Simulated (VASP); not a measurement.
# Hf (Fm-3m) in VASP: notebook

Hf is run at these levels: PBE; tasks: single point, relaxation of cell and atoms.

Program: VASP 6.6.1. These are calculated values, not measurements. Logs are shortened: lines on timing, memory, paths and dates and some standing lists are left out, and cuts for length are marked.

**1. The cell of the first run**

The structure is cubic, space group Fm-3m (No. 225). The conventional cell has a = 4.485 Å, b = 4.485 Å, c = 4.485 Å, α = 90.00°, β = 90.00°, γ = 90.00°. Hf (site symmetry m-3m) has 12 Hf at 3.17 Å within 4.2 Å.

This isn't the form of Hf at room conditions, which is hcp.

**2. Single point, PBE**

INCAR

```
  ALGO = Normal
  EDIFF = 1E-6
  ENCUT = 520
  GGA = PE
  ISIF = 2
  ISMEAR = -1
  LASPH = T
  LCHARG = F
  LREAL = F
  LWAVE = F
  NBANDS = 11
  NELM = 100
  PREC = Accurate
  SIGMA = 0.05
```

KPOINTS

```
k-points
0
Gamma
  16 16 16
```

POSCAR

```
Hf
1.0
    0.0000000000      2.2427254771      2.2427254771
    2.2427254771      0.0000000000      2.2427254771
    2.2427254771      2.2427254771      0.0000000000
Hf
1
Direct
    0.0000000000      0.0000000000      0.0000000000
```

Potentials or basis: VASP PAW PBE potentials, release 64 (Hf_pv).

Run with:

```
cat potpaw_PBE.64/Hf_pv/POTCAR > POTCAR
mpirun -np 1 vasp_std > vasp.out
```

OUTCAR:

```text
EDIFF = 1E-6
   ENCUT = 520
   GGA = PE
   ISIF = 2
   ISMEAR = -1
   LASPH = T
   LREAL = F
   NELM = 100
   PREC = Accurate

 ion  position               nearest neighbor table
   1  0.000  0.000  0.000-

  LATTYP: Found a face centered cubic cell.
 ALAT       =     4.4854509542

  Lattice vectors:

 A1 = (   0.0000000000,   2.2427254771,   2.2427254771)
 A2 = (   2.2427254771,   0.0000000000,   2.2427254771)
 A3 = (   2.2427254771,   2.2427254771,   0.0000000000)

Analysis of symmetry for initial positions (statically):
=====================================================================
 Subroutine PRICEL returns:
 Original cell was already a primitive cell.

 Routine SETGRP: Setting up the symmetry group for a
 face centered cubic supercell.

 Subroutine GETGRP returns: Found 48 space group operations
 (whereof 48 operations were pure point group operations)
 out of a pool of 48 trial point group operations.

The static configuration has the point symmetry O_h .

Analysis of symmetry for dynamics (positions and initial velocities):
=====================================================================
 Subroutine PRICEL returns:
 Original cell was already a primitive cell.

 Routine SETGRP: Setting up the symmetry group for a
 face centered cubic supercell.

 Subroutine GETGRP returns: Found 48 space group operations
 (whereof 48 operations were pure point group operations)
 out of a pool of 48 trial point group operations.

The dynamic configuration has the point symmetry O_h .

 Subroutine INISYM returns: Found 48 space group operations
 (whereof 48 operations are pure point group operations),
 and found     1 'primitive' translations

----------------------------------------------------------------------------------------

                                     Primitive cell

  volume of cell :      22.5610

  direct lattice vectors                    reciprocal lattice vectors
     0.000000000  2.242725477  2.242725477    -0.222943024  0.222943024  0.222943024
     2.242725477  0.000000000  2.242725477     0.222943024 -0.222943024  0.222943024
     2.242725477  2.242725477  0.000000000     0.222943024  0.222943024 -0.222943024

  length of vectors
     3.171692786  3.171692786  3.171692786     0.386148645  0.386148645  0.386148645

  position of ions in fractional coordinates (direct lattice)
     0.000000000  0.000000000  0.000000000

  ion indices of the primitive-cell ions
   primitive index   ion index
                 1           1

----------------------------------------------------------------------------------------

 KPOINTS: k-points

Automatic generation of k-mesh.
 Grid dimensions read from file:
 generate k-points for:   16   16   16

 Generating k-lattice:

  Cartesian coordinates                     Fractional coordinates (reciprocal lattice)
    -0.013933939  0.013933939  0.013933939     0.062500000  0.000000000  0.000000000
     0.013933939 -0.013933939  0.013933939     0.000000000  0.062500000  0.000000000
     0.013933939  0.013933939 -0.013933939     0.000000000  0.000000000  0.062500000

  Length of vectors
     0.024134290  0.024134290  0.024134290

  Shift w.r.t. Gamma in fractional coordinates (k-lattice)
     0.000000000  0.000000000  0.000000000

 Subroutine IBZKPT returns following result:
 ===========================================

 Found    145 irreducible k-points:

 Following reciprocal coordinates:
            Coordinates               Weight
  0.000000  0.000000  0.000000      1.000000
  0.062500  0.000000  0.000000      8.000000
  0.125000  0.000000  0.000000      8.000000
  0.187500  0.000000  0.000000      8.000000
  0.250000  0.000000  0.000000      8.000000
  0.312500  0.000000  0.000000      8.000000
[... 16 lines left out ...]
 -0.125000  0.062500  0.000000     24.000000
 -0.062500  0.062500  0.000000     12.000000
 [... further k-points ...]
   k-points           NKPTS =    145   k-points in BZ     NKDIM =    145   number of bands    NBANDS=     11
   number of dos      NEDOS =    301   number of ions     NIONS =      1
   total plane-waves  NPLWV =  13824
   dimension x,y,z NGX =    24 NGY =   24 NGZ =   24
   dimension x,y,z NGXF=    48 NGYF=   48 NGZF=   48
   ions per type =               1
   NGX,Y,Z   is equivalent  to a cutoff of  12.58, 12.58, 12.58 a.u.
   NGXF,Y,Z  is equivalent  to a cutoff of  25.16, 25.16, 25.16 a.u.
 SYSTEM =  unknown system
   PREC   = accura    normal or accurate (medium, high low for compatibility)
   ISTART =      0    job   : 0-new  1-cont  2-samecut
   ICHARG =      2    charge: 1-file 2-atom 10-const
   ISPIN  =      1    spin polarized calculation?
   LNONCOLLINEAR =      F non collinear calculations
   LSORBIT =      F    spin-orbit coupling
   LASPH  =      T    aspherical Exc in radial PAW
   ENCUT  =  520.0 eV  38.22 Ry    6.18 a.u.   5.90  5.90  5.90*2*pi/ulx,y,z
   NELM   =    100;   NELMIN=  2; NELMDL= -5     # of ELM steps
   EDIFF  = 0.1E-05   stopping-criterion for ELM
   LREAL  =      F    real-space projection
   EDIFFG = 0.1E-04   stopping-criterion for IOM
   NSW    =      0    number of steps for IOM
   IBRION =     -1    ionic relax: 0-MD 1-quasi-New 2-CG
   NFREE  =      0    steps in history (QN), initial steepest desc. (CG)
   ISIF   =      2    stress and relaxation
   ISYM   =      2    0-nonsym 1-usesym 2-fastsym
   POTIM  = 0.5000    time-step for ionic-motion
   TEBEG  =    0.0;   TEEND  =   0.0 temperature during run
   PSTRESS=    0.0 pullay stress
   NELECT =      10.0000    total number of electrons
   NUPDOWN=      -1.0000    fix difference up-down
   EMIN   =  10.00;   EMAX   =-10.00  energy-range for DOS
   EFERMI =   0.00;   METHOD = LEGACY
   ISMEAR =    -1;   SIGMA  =   0.05  broadening in eV -4-tet -1-fermi 0-gaus
   EFERMI_NEDOS =   21; number of points for ismear=-14 and -15
   IALGO  =     38    algorithm
   IMIX   =      4    mixing-type and parameters
     AMIX     =   0.40;   BMIX     =  1.00
     AMIX_MAG =   1.60;   BMIX_MAG =  1.00
  volume/ion in A,a.u.               =      22.56       152.25
  Fermi-wavevector in a.u.,A,eV,Ry     =   1.248213  2.358781 21.198364  1.558036
  Thomas-Fermi vector in A             =   2.382310
   LORBIT       =      0    0 simple, 1 ext, 2 COOP (PROOUT), +10 PAW based schemes
   GGA     = PE    functional components
   LHFCALC =     F    Hartree Fock is set to
   AEXX    =    0.0000 exact exchange contribution
   IVDW    =     0    specifies the selected vdW correction
   LEPSILON=     F    determine dielectric tensor
   LRPA    =     F    only Hartree local field effects (RPA)
 non-spin polarized calculation
  energy-cutoff  :      520.00
  volume of cell :       22.56
 maximum number of plane-waves:       620
   NGX = 11   NGY = 11   NGZ = 11

 number of electron      10.0000000 magnetization

 number of electron       9.9999999 magnetization

 Free energy of the ion-electron system (eV)
  ---------------------------------------------------
  ext. energy  EPLUGINS =         0.00000000
  ---------------------------------------------------
  free energy    TOTEN  =        -9.85771669 eV

  energy without entropy =       -9.84346094  energy(sigma->0) =       -9.85058882

 E-fermi :   4.6810     XC(G=0): -11.2476

 val. band max:        4.6671129429   @ k =  -0.3125   0.3125   0.0625
 cond. band min:       4.6847362215   @ k =  -0.3125   0.3750   0.1250
 fundamental gap:      0.0176232786
 Fermi energy:         4.6810152523

 k-point     1 :       0.0000    0.0000    0.0000
  band No.  band energies     occupation
      1     -25.3634      2.00000
      2     -25.3634      2.00000
      3     -25.3634      2.00000
      4      -2.4993      2.00000
      5       6.0819      0.00000
      6       6.0819      0.00000
      7       6.0819      0.00000
      8       8.8421      0.00000
      9       8.8421      0.00000
     10      15.9683      0.00000
     11      17.7200      0.00000

 k-point     2 :       0.0625    0.0000    0.0000
  band No.  band energies     occupation
      1     -25.3954      2.00000
      2     -25.3674      2.00000
      3     -25.3674      2.00000
      4      -2.3638      2.00000
      5       5.9420      0.00000
      6       6.1474      0.00000
      7       6.1474      0.00000
      8       8.7699      0.00000
      9       8.7699      0.00000
     10      16.2732      0.00000
     11      17.7194      0.00000

 k-point     3 :       0.1250    0.0000    0.0000
  band No.  band energies     occupation
      1     -25.4854      2.00000
      2     -25.3790      2.00000
      3     -25.3790      2.00000
      4      -1.9714      2.00000
      5       5.5882      0.00000
      6       6.3103      0.00000
      7       6.3103      0.00000
      8       8.6189      0.00000
      9       8.6189      0.00000
     10      17.0278      0.00000
     11      17.7163      0.00000

 k-point     4 :       0.1875    0.0000    0.0000
  band No.  band energies     occupation
      1     -25.6177      2.00000
      2     -25.3962      2.00000
      3     -25.3962      2.00000
      4      -1.3666      2.00000
      5       5.1632      0.00013
      6       6.4549      0.00000
      7       6.4549      0.00000
      8       8.5731      0.00000
      9       8.5731      0.00000
     10      16.8945      0.00000
     11      17.7219      0.00000
[... 239 lines left out ...]
 k-point    22 :      -0.1875    0.0625    0.0000
  band No.  band energies     occupation
      1     -25.6739      2.00000
      2     -25.4324      2.00000
      3     -25.3944      2.00000
      4      -1.0206      2.00000
      5       4.9543      0.00842
      6       6.4111      0.00000
      7       6.5925      0.00000
      8       8.1472      0.00000
      9       9.0686      0.00000
     10      16.8384      0.00000
     11      17.7234      0.00000

 k-point    23 :      -0.1250    0.0625    0.0000
  band No.  band energies     occupation
      1     -25.5387      2.00000
      2     -25.4085      2.00000
      3     -25.3783      2.00000
      4      -1.6768      2.00000
      5       5.3479      0.00000
      6       6.3933      0.00000
      7       6.4490      0.00000
      8       8.2199      0.00000
      9       8.8649      0.00000
     10      17.4942      0.00000
     11      17.7173      0.00000

 k-point    24 :      -0.0625    0.0625    0.0000
  band No.  band energies     occupation
      1     -25.4401      2.00000
      2     -25.3857      2.00000
      3     -25.3688      2.00000
      4      -2.1424      2.00000
      5       5.7218      0.00000
      6       6.2475      0.00000
      7       6.2610      0.00000
      8       8.5044      0.00000
      9       8.8310      0.00000
     10      16.7490      0.00000
     11      17.7183      0.00000

 [... further k-points ...]

------------------------ aborting loop because EDIFF is reached ----------------------------------------

  FORCE on cell =-STRESS in cart. coord.  units (eV):
  Direction    XX          YY          ZZ          XY          YZ          ZX
  --------------------------------------------------------------------------------------
  -------------------------------------------------------------------------------------
  Total       -0.0636465     -0.0636465     -0.0636465      0.0000000      0.0000000     -0.0000000
  in kB       -4.5198810     -4.5198810     -4.5198810      0.0000000      0.0000000     -0.0000000
  external PRESSURE =      -4.5198810 kB  Pullay stress =       0.0000000 kB

 VOLUME and BASIS-vectors are now :
 -----------------------------------------------------------------------------
  energy-cutoff  :      520.00
  volume of cell :       22.56
      direct lattice vectors                 reciprocal lattice vectors
     0.000000000  2.242725477  2.242725477    -0.222943024  0.222943024  0.222943024
     2.242725477  0.000000000  2.242725477     0.222943024 -0.222943024  0.222943024
     2.242725477  2.242725477  0.000000000     0.222943024  0.222943024 -0.222943024

 POSITION                                       TOTAL-FORCE (eV/Angst)
 -----------------------------------------------------------------------------------
      0.00000      0.00000      0.00000         0.000000      0.000000      0.000000
 -----------------------------------------------------------------------------------
    total drift:                                0.000000      0.000000     -0.000000

  FREE ENERGIE OF THE ION-ELECTRON SYSTEM (eV)
  ---------------------------------------------------
  free  energy   TOTEN  =        -9.8577166931 eV

  energy  without entropy=       -9.8434609400  energy(sigma->0) =       -9.85058882
```

It took 40 s on 1 thread of Intel Xeon 8259CL, shared host; peak memory 0.16 GiB.

What came out:

```yaml
Free_energy: -9.8577 eV
Pressure: -0.5 GPa
Band_gap_on_the_k_mesh: zero (bands 5 and 6 overlap by 1.79 eV)
```

Caveat: spin-orbit coupling is left out, which moves the levels of the heavy elements.

**3. Single point, PBE**

INCAR

```
SYSTEM = Hf
ALGO     = Normal         ! electronic algorithm
EDIFF    = 1E-6           ! SCF threshold, eV
ENCUT    = 520            ! plane-wave cutoff, eV
GGA      = PE             ! functional
ISIF     = 2              ! what is computed and relaxed
ISMEAR   = -1             ! smearing method
LASPH    = .True.         ! aspherical terms in the spheres
LCHARG   = .True.         ! write CHGCAR
LELF     = .True.         ! ELF
LREAL    = .False.        ! projectors in reciprocal space
LVHAR    = .True.       
LWAVE    = .False.        ! write WAVECAR
NBANDS   = 11             ! bands
NELM     = 60             ! most SCF steps
PREC     = Accurate       ! precision mode
SIGMA    = 0.05           ! smearing width, eV
```

KPOINTS

```
k-points
0
Gamma
  16 16 16
  0 0 0
```

POSCAR is that of step 2.

Potentials or basis: VASP PAW PBE potentials, release 64 (Hf_pv).

Run with:

```
cat potpaw_PBE.64/Hf_pv/POTCAR > POTCAR
mpirun -np 1 vasp_std > vasp.out
```

It took 44 s on 1 thread of Intel Xeon 8259CL, shared host; peak memory 0.16 GiB.

Results (log left out):

| Property | Result |
| --- | --- |
| Free energy | -9.8577 eV |
| Pressure | -0.5 GPa |
| Band gap on the k mesh | zero (bands 5 and 6 overlap by 1.79 eV) |

Levels at points of the mesh, in eV from the Fermi level:
| k point | band 3 | band 4 | band 5 | band 6 | band 7 | band 8 |
| --- | --- | --- | --- | --- | --- | --- |
| (0.00, 0.00, 0.00) | -30.04 | -7.18 | 1.40 | 1.40 | 1.40 | 4.16 |
| (0.50, 0.00, 0.00) | -30.15 | -3.61 | 0.55 | 1.18 | 1.18 | 6.25 |
| (0.50, 0.50, 0.00) | -30.33 | -3.21 | -2.10 | 2.48 | 6.26 | 6.86 |

Caveat: spin-orbit coupling is left out, which moves the levels of the heavy elements.

**4. Relaxation of cell and atoms, PBE**

INCAR

```
SYSTEM = Hf
PREC = Accurate ; ENCUT = 600
EDIFF = 1E-6 ; ISMEAR = -1
SIGMA = 0.05 ; LREAL = .False.
LASPH = .True. ; NELM = 80
ALGO = Normal ; ISIF = 3
LWAVE = .False. ; LCHARG = .False.
GGA = PE ; IBRION = 2
NSW = 60 ; EDIFFG = -0.005
```

KPOINTS

```
regular mesh
0
Gamma
  16 16 16
  0 0 0
```

POSCAR is that of step 3.

Run with:

```
cat potpaw_PBE.64/Hf_pv/POTCAR > POTCAR
mpirun -np 1 vasp_std > vasp.out
```

Wall time 2.5 min (1 thread of Intel Xeon 8259CL, shared host); peak memory 0.19 GiB.

The run converged. Its results:

```yaml
Free_energy: -9.8581 eV
Relaxed_volume: 22.46 Å³/atom
Relaxed_cell: a = 3.167 Å, b = 3.167 Å, c = 3.167 Å, α = 60.00°, β = 60.00°, γ = 60.00°
Space_group_after_relaxing_to_0.1_Å: Fm-3m (No. 225)
Energy_gained_by_relaxing: 0.1 meV/atom
Ionic_steps: 3
Pressure_after_relaxing: 0.0 GPa
Band_gap_on_the_k_mesh: zero (bands 5 and 6 overlap by 1.79 eV)
```

Step by step:
```
step  energy change (eV)  largest force (eV/Å)  pressure (GPa)  volume (Å³)
   1              0.0000                0.0000           -0.44        22.56
   2              0.0000                0.0000            0.46        22.36
   3             -0.0001                0.0000            0.01        22.46
```

Final structure:
```
Hf
1.0
     0.00000    2.23934    2.23934
     2.23934    0.00000    2.23934
     2.23934    2.23934    0.00000
Hf
1
Direct
  0.00000 0.00000 0.00000
```

Levels at points of the mesh, in eV from the Fermi level:
| k point | band 1 | band 2 | band 3 | band 4 | band 5 | band 6 | band 7 | band 8 | band 9 |
| --- | --- | --- | --- | --- | --- | --- | --- | --- | --- |
| (0.00, 0.00, 0.00) | -30.03 | -30.03 | -30.03 | -7.20 | 1.40 | 1.40 | 1.40 | 4.18 | 4.18 |
| (0.50, 0.00, 0.00) | -30.83 | -30.13 | -30.13 | -3.62 | 0.57 | 1.18 | 1.18 | 6.28 | 6.28 |
| (0.50, 0.50, 0.00) | -30.78 | -30.32 | -30.32 | -3.23 | -2.11 | 2.50 | 6.29 | 6.90 | 6.90 |

Caveat: spin-orbit coupling is left out, which moves the levels of the heavy elements.
